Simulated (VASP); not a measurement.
# Si (Fd-3m) in VASP: a series of runs

Si is run at these levels: LDA; tasks: single point.

All numbers are computed with VASP 6.6.1; they aren't measurements. Logs are shortened: lines on timing, memory, paths and dates and some standing lists are left out, and cuts for length are marked.

### Step 1. The cell of the first run

The structure is cubic, space group Fd-3m (No. 227). The conventional cell has a = 5.403 Å, b = 5.403 Å, c = 5.403 Å, α = 90.00°, β = 90.00°, γ = 90.00°. Si (site symmetry -43m) has 4 Si at 2.34 Å within 3.1 Å.

### Step 2. Single point, LDA

INCAR reads:

```
PREC = Accurate ; ENCUT = 520
EDIFF = 1E-6 ; ISMEAR = -1
SIGMA = 0.05 ; LREAL = False
LASPH = True ; NELM = 100
ALGO = Normal ; ISIF = 2
LWAVE = False ; LCHARG = False
GGA = CA ; NBANDS = 11
```

KPOINTS reads:

```
Automatic mesh
0
Gamma
  6 6 6
```

POSCAR reads:

```
Si
1.0
    0.0000000000      2.7016643898      2.7016643898
    2.7016643898      0.0000000000      2.7016643898
    2.7016643898      2.7016643898      0.0000000000
Si
2
Direct
    0.5000000000      0.5000000000      0.5000000000
    0.7500000000      0.7500000000      0.7500000000
```

Potentials or basis: VASP PAW LDA potentials, release 64 (Si).

Started as:

```console
> cat potpaw_LDA.64/Si/POTCAR > POTCAR
> mpirun -np 1 vasp_std > vasp.out
```

OUTCAR:

```text
PREC = Accurate
   ENCUT = 520
   EDIFF = 1E-6
   ISMEAR = -1
   LREAL = False
   LASPH = True
   NELM = 100
   ISIF = 2
   GGA = CA

 ion  position               nearest neighbor table
   1  0.500  0.500  0.500-   2 2.34   2 2.34   2 2.34   2 2.34
   2  0.750  0.750  0.750-   1 2.34   1 2.34   1 2.34   1 2.34

  LATTYP: Found a face centered cubic cell.
 ALAT       =     5.4033287796

  Lattice vectors:

 A1 = (   0.0000000000,   2.7016643898,   2.7016643898)
 A2 = (   2.7016643898,   0.0000000000,   2.7016643898)
 A3 = (   2.7016643898,   2.7016643898,   0.0000000000)

Analysis of symmetry for initial positions (statically):
=====================================================================
 Subroutine PRICEL returns:
 Original cell was already a primitive cell.

 Routine SETGRP: Setting up the symmetry group for a
 face centered cubic supercell.

 Subroutine GETGRP returns: Found 48 space group operations
 (whereof 24 operations were pure point group operations)
 out of a pool of 48 trial point group operations.

The static configuration has the point symmetry T_d .
 The point group associated with its full space group is O_h .

Analysis of symmetry for dynamics (positions and initial velocities):
=====================================================================
 Subroutine PRICEL returns:
 Original cell was already a primitive cell.

 Routine SETGRP: Setting up the symmetry group for a
 face centered cubic supercell.

 Subroutine GETGRP returns: Found 48 space group operations
 (whereof 24 operations were pure point group operations)
 out of a pool of 48 trial point group operations.

The dynamic configuration has the point symmetry T_d .
 The point group associated with its full space group is O_h .

 Subroutine INISYM returns: Found 48 space group operations
 (whereof 24 operations are pure point group operations),
 and found     1 'primitive' translations

----------------------------------------------------------------------------------------

                                     Primitive cell

  volume of cell :      39.4388

  direct lattice vectors                    reciprocal lattice vectors
     0.000000000  2.701664390  2.701664390    -0.185071100  0.185071100  0.185071100
     2.701664390  0.000000000  2.701664390     0.185071100 -0.185071100  0.185071100
     2.701664390  2.701664390  0.000000000     0.185071100  0.185071100 -0.185071100

  length of vectors
     3.820730421  3.820730421  3.820730421     0.320552548  0.320552548  0.320552548

  position of ions in fractional coordinates (direct lattice)
     0.500000000  0.500000000  0.500000000
     0.750000000  0.750000000  0.750000000

  ion indices of the primitive-cell ions
   primitive index   ion index
                 1           1
                 2           2

----------------------------------------------------------------------------------------

 KPOINTS: Automatic mesh

Automatic generation of k-mesh.
 Grid dimensions read from file:
 generate k-points for:    6    6    6

 Generating k-lattice:

  Cartesian coordinates                     Fractional coordinates (reciprocal lattice)
    -0.030845183  0.030845183  0.030845183     0.166666667  0.000000000  0.000000000
     0.030845183 -0.030845183  0.030845183     0.000000000  0.166666667  0.000000000
     0.030845183  0.030845183 -0.030845183     0.000000000  0.000000000  0.166666667

  Length of vectors
     0.053425425  0.053425425  0.053425425

  Shift w.r.t. Gamma in fractional coordinates (k-lattice)
     0.000000000  0.000000000  0.000000000

 Subroutine IBZKPT returns following result:
 ===========================================

 Found     16 irreducible k-points:

 Following reciprocal coordinates:
            Coordinates               Weight
  0.000000  0.000000  0.000000      1.000000
  0.166667  0.000000  0.000000      8.000000
  0.333333  0.000000  0.000000      8.000000
  0.500000  0.000000  0.000000      4.000000
  0.166667  0.166667  0.000000      6.000000
  0.333333  0.166667  0.000000     24.000000
[... 8 lines left out ...]
 -0.333333  0.333333  0.166667     24.000000
 -0.333333  0.500000  0.166667     12.000000
   k-points           NKPTS =     16   k-points in BZ     NKDIM =     16   number of bands    NBANDS=     11
   number of dos      NEDOS =    301   number of ions     NIONS =      2
   total plane-waves  NPLWV =  21952
   dimension x,y,z NGX =    28 NGY =   28 NGZ =   28
   dimension x,y,z NGXF=    56 NGYF=   56 NGZF=   56
   ions per type =               2
   NGX,Y,Z   is equivalent  to a cutoff of  12.18, 12.18, 12.18 a.u.
   NGXF,Y,Z  is equivalent  to a cutoff of  24.37, 24.37, 24.37 a.u.
 SYSTEM =  unknown system
   PREC   = accura    normal or accurate (medium, high low for compatibility)
   ISTART =      0    job   : 0-new  1-cont  2-samecut
   ICHARG =      2    charge: 1-file 2-atom 10-const
   ISPIN  =      1    spin polarized calculation?
   LNONCOLLINEAR =      F non collinear calculations
   LSORBIT =      F    spin-orbit coupling
   LASPH  =      T    aspherical Exc in radial PAW
   ENCUT  =  520.0 eV  38.22 Ry    6.18 a.u.   7.10  7.10  7.10*2*pi/ulx,y,z
   NELM   =    100;   NELMIN=  2; NELMDL= -5     # of ELM steps
   EDIFF  = 0.1E-05   stopping-criterion for ELM
   LREAL  =      F    real-space projection
   EDIFFG = 0.1E-04   stopping-criterion for IOM
   NSW    =      0    number of steps for IOM
   IBRION =     -1    ionic relax: 0-MD 1-quasi-New 2-CG
   NFREE  =      0    steps in history (QN), initial steepest desc. (CG)
   ISIF   =      2    stress and relaxation
   ISYM   =      2    0-nonsym 1-usesym 2-fastsym
   POTIM  = 0.5000    time-step for ionic-motion
   TEBEG  =    0.0;   TEEND  =   0.0 temperature during run
   PSTRESS=    0.0 pullay stress
   NELECT =       8.0000    total number of electrons
   NUPDOWN=      -1.0000    fix difference up-down
   EMIN   =  10.00;   EMAX   =-10.00  energy-range for DOS
   EFERMI =   0.00;   METHOD = LEGACY
   ISMEAR =    -1;   SIGMA  =   0.05  broadening in eV -4-tet -1-fermi 0-gaus
   EFERMI_NEDOS =   21; number of points for ismear=-14 and -15
   IALGO  =     38    algorithm
   IMIX   =      4    mixing-type and parameters
     AMIX     =   0.40;   BMIX     =  1.00
     AMIX_MAG =   1.60;   BMIX_MAG =  1.00
  volume/ion in A,a.u.               =      19.72       133.07
  Fermi-wavevector in a.u.,A,eV,Ry     =   0.961900  1.817728 12.588822  0.925252
  Thomas-Fermi vector in A             =   2.091313
   LORBIT       =      0    0 simple, 1 ext, 2 COOP (PROOUT), +10 PAW based schemes
   GGA     = CA    functional components
   LHFCALC =     F    Hartree Fock is set to
   AEXX    =    0.0000 exact exchange contribution
   IVDW    =     0    specifies the selected vdW correction
   LEPSILON=     F    determine dielectric tensor
   LRPA    =     F    only Hartree local field effects (RPA)
 non-spin polarized calculation
  energy-cutoff  :      520.00
  volume of cell :       39.44
 maximum number of plane-waves:      1073
   NGX = 15   NGY = 15   NGZ = 15

 number of electron       8.0000001 magnetization

 Free energy of the ion-electron system (eV)
  ---------------------------------------------------
  ext. energy  EPLUGINS =         0.00000000
  ---------------------------------------------------
  free energy    TOTEN  =       -11.89376732 eV

  energy without entropy =      -11.89365730  energy(sigma->0) =      -11.89371231

 E-fermi :   6.1912     XC(G=0):  -9.6599

 val. band max:        5.9340198407   @ k =   0.0000   0.0000   0.0000
 cond. band min:       6.5035563747   @ k =   0.5000   0.5000   0.0000
 fundamental gap:      0.5695365340
 Fermi energy:         6.1912079967

 k-point     1 :       0.0000    0.0000    0.0000
  band No.  band energies     occupation
      1      -6.1297      2.00000
      2       5.9340      1.98840
      3       5.9340      1.98840
      4       5.9340      1.98840
      5       8.4605      0.00000
      6       8.4605      0.00000
      7       8.4605      0.00000
      8       9.3171      0.00000
      9      13.6652      0.00000
     10      13.6652      0.00000
     11      13.6696      0.00000

 k-point     2 :       0.1667    0.0000    0.0000
  band No.  band energies     occupation
      1      -5.7635      2.00000
      2       3.5255      2.00000
      3       5.4763      2.00000
      4       5.4763      2.00000
      5       8.2419      0.00000
      6       9.1155      0.00000
      7       9.1155      0.00000
      8      11.3834      0.00000
      9      12.9919      0.00000
     10      12.9919      0.00000
     11      14.8383      0.00000

 k-point     3 :       0.3333    0.0000    0.0000
  band No.  band energies     occupation
      1      -4.7315      2.00000
      2       0.5366      2.00000
      3       4.9231      2.00000
      4       4.9231      2.00000
      5       7.6426      0.00000
      6       9.3941      0.00000
      7       9.3941      0.00000
      8      13.6644      0.00000
      9      13.8976      0.00000
     10      13.8976      0.00000
     11      14.9586      0.00000

 k-point     4 :       0.5000    0.0000    0.0000
  band No.  band energies     occupation
      1      -3.7517      2.00000
      2      -1.1306      2.00000
      3       4.7249      2.00000
      4       4.7249      2.00000
      5       7.4150      0.00000
      6       9.2147      0.00000
      7       9.2147      0.00000
      8      13.4633      0.00000
      9      16.4873      0.00000
     10      16.4873      0.00000
     11      17.2036      0.00000
[... 127 lines left out ...]
 k-point    14 :       0.5000    0.3333    0.1667
  band No.  band energies     occupation
      1      -3.8062      2.00000
      2       0.2636      2.00000
      3       2.2824      2.00000
      4       3.5906      2.00000
      5       8.7136      0.00000
      6       9.5457      0.00000
      7      10.1374      0.00000
      8      12.9838      0.00000
      9      14.9315      0.00000
     10      15.8089      0.00000
     11      18.9620      0.00000

 k-point    15 :      -0.3333    0.3333    0.1667
  band No.  band energies     occupation
      1      -2.7992      2.00000
      2      -0.9583      2.00000
      3       1.8360      2.00000
      4       3.1100      2.00000
      5       9.1927      0.00000
      6       9.4394      0.00000
      7      11.9736      0.00000
      8      12.4250      0.00000
      9      13.4768      0.00000
     10      17.0245      0.00000
     11      17.8916      0.00000

 k-point    16 :      -0.3333    0.5000    0.1667
  band No.  band energies     occupation
      1      -1.8023      2.00000
      2      -1.8023      2.00000
      3       2.2040      2.00000
      4       2.2040      2.00000
      5       8.5901      0.00000
      6       8.5901      0.00000
      7      12.6662      0.00000
      8      12.6662      0.00000
      9      16.5009      0.00000
     10      16.5009      0.00000
     11      18.9097      0.00000

------------------------ aborting loop because EDIFF is reached ----------------------------------------

  FORCE on cell =-STRESS in cart. coord.  units (eV):
  Direction    XX          YY          ZZ          XY          YZ          ZX
  --------------------------------------------------------------------------------------
  -------------------------------------------------------------------------------------
  Total        0.0119240      0.0119240      0.0119240      0.0000000      0.0000000     -0.0000000
  in kB        0.4844036      0.4844036      0.4844036      0.0000000      0.0000000     -0.0000000
  external PRESSURE =       0.4844036 kB  Pullay stress =       0.0000000 kB

 VOLUME and BASIS-vectors are now :
 -----------------------------------------------------------------------------
  energy-cutoff  :      520.00
  volume of cell :       39.44
      direct lattice vectors                 reciprocal lattice vectors
     0.000000000  2.701664390  2.701664390    -0.185071100  0.185071100  0.185071100
     2.701664390  0.000000000  2.701664390     0.185071100 -0.185071100  0.185071100
     2.701664390  2.701664390  0.000000000     0.185071100  0.185071100 -0.185071100

 POSITION                                       TOTAL-FORCE (eV/Angst)
 -----------------------------------------------------------------------------------
      2.70166      2.70166      2.70166         0.000000      0.000000      0.000000
      4.05250      4.05250      4.05250        -0.000000     -0.000000     -0.000000
 -----------------------------------------------------------------------------------
    total drift:                                0.000000      0.000000     -0.000000

  FREE ENERGIE OF THE ION-ELECTRON SYSTEM (eV)
  ---------------------------------------------------
  free  energy   TOTEN  =       -11.8937673176 eV

  energy  without entropy=      -11.8936573004  energy(sigma->0) =      -11.89371231
```

Run time: 7 s. Hardware: 1 thread of Intel Xeon Platinum 8259CL at 2.50GHz (Skylake/Cascade Lake), shared host; peak memory 0.13 GiB.

What came out:

* Free energy: -11.8938 eV
* Pressure: 0.0 GPa
* Band gap on the k mesh: 0.57 eV, indirect (least direct gap 2.53 eV)

A k mesh can miss the band edges. A hybrid or GW would open this gap; LDA tends to underestimate it.

### Step 3. Single point, LDA (volume scaled by 0.88)

INCAR reads:

```
SYSTEM = Si
  PREC = Accurate
  ENCUT = 520
  EDIFF = 1E-6
  ISMEAR = -1
  SIGMA = 0.05
  LREAL = .False.
  LASPH = .True.
  NELM = 80
  ALGO = Normal
  ISIF = 2
  LWAVE = .False.
  LCHARG = .False.
  NBANDS = 11
```

KPOINTS reads:

```
regular mesh
0
Gamma
  9 9 9
  0 0 0
```

POSCAR reads:

```
Si
1.0
    0.0000000000      2.5889616809      2.5889616809
    2.5889616809      0.0000000000      2.5889616809
    2.5889616809      2.5889616809      0.0000000000
Si
2
Direct
    0.5000000000      0.5000000000      0.5000000000
    0.7500000000      0.7500000000      0.7500000000
```

Potentials or basis: VASP PAW LDA potentials, release 64 (Si).

Started as:

```console
> cat potpaw_LDA.64/Si/POTCAR > POTCAR
> mpirun -np 1 vasp_std > vasp.out
```

It took 14 s on 1 thread of Intel Xeon Platinum 8259CL at 2.50GHz (Skylake/Cascade Lake), shared host; peak memory 0.13 GiB.

Results (log left out):

```yaml
Free_energy: -11.7049 eV
Pressure: 16.1 GPa
Band_gap_on_the_k_mesh: 0.19 eV, indirect (least direct gap 2.57 eV)
```

Levels at points of the mesh, in eV from the valence-band top:
| k point | band 2 | band 3 | band 4 | band 5 | band 6 | band 7 |
| --- | --- | --- | --- | --- | --- | --- |
| (0.00, 0.00, 0.00) | 0.00 | 0.00 | 0.00 | 2.57 | 2.57 | 2.57 |

 A k mesh can miss the band edges.
